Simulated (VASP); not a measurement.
Crystal: GdO.

```xyz
2
Lattice="2.8018 0.0000 0.0000 0.0000 2.8018 0.0000 0.0000 0.0000 2.8018" Properties=species:S:1:pos:R:3 pbc="T T T"
Gd    0.0000    0.0000    0.0000
O     1.4009    1.4009    1.4009
```

Base run:

* Program: VASP 6.6.1
* Functional: PBE
* Potentials or basis: VASP PAW PBE potentials, release 64 (Gd, O)
* Cutoff: 520 eV
* k mesh: 9 × 9 × 9
* Occupations: gaussian, width 0.016 eV
* Spin: collinear spin, ferromagnetic start
* Starting moments: [7.0, 0.0] μB

Its results: pressure 48.4 GPa; net moment 6.96 μB per cell; site moments Gd +6.70; O +0.01 μB.

**Question.** The run is repeated on the same cell with these changes: occupations from gaussian, width 0.016 eV to gaussian, width 0.02 eV. What comes out?

**Answer.** Pressure 48.9 GPa; net moment 6.96 μB per cell; site moments Gd +6.70; O +0.01 μB.

Caveats: the cell stands under pressure; a cell with one magnetic atom can't hold antiferromagnetic order, which such compounds often take.
